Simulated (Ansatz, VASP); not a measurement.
One calculation of Zr, two programs

```
CELL_PARAMETERS angstrom
-1.78554 1.78554 1.78554
1.78554 -1.78554 1.78554
1.78554 1.78554 -1.78554
ATOMIC_POSITIONS crystal
Zr 0.00000 0.00000 0.00000
```

Change from the starting cell: volume scaled by 0.96, crystal datasets.

Alike in both runs: task electric field gradients; functional LDA; k mesh 16 × 16 × 16; occupations fermi-dirac, width 0.03 eV; no spin polarisation.

```csv
,VASP,Ansatz
version,VASP 6.6.1,Ansatz 0.2.0
potentials or method,"VASP PAW LDA potentials, release 64 (Zr_sv), cutoff 520 eV","all-electron PAW with datasets made for the crystal, scalar-relativistic"
```

|  | VASP | Ansatz | Ansatz less VASP |
| --- | --- | --- | --- |
| pressure (GPa) | -6.6 | -6.6 | -0.06 |

LDA's correlation is that of Perdew and Zunger in VASP and of Perdew and Wang (1992) in Ansatz. Ansatz ran all-electron here, and VASP with PAW potentials.
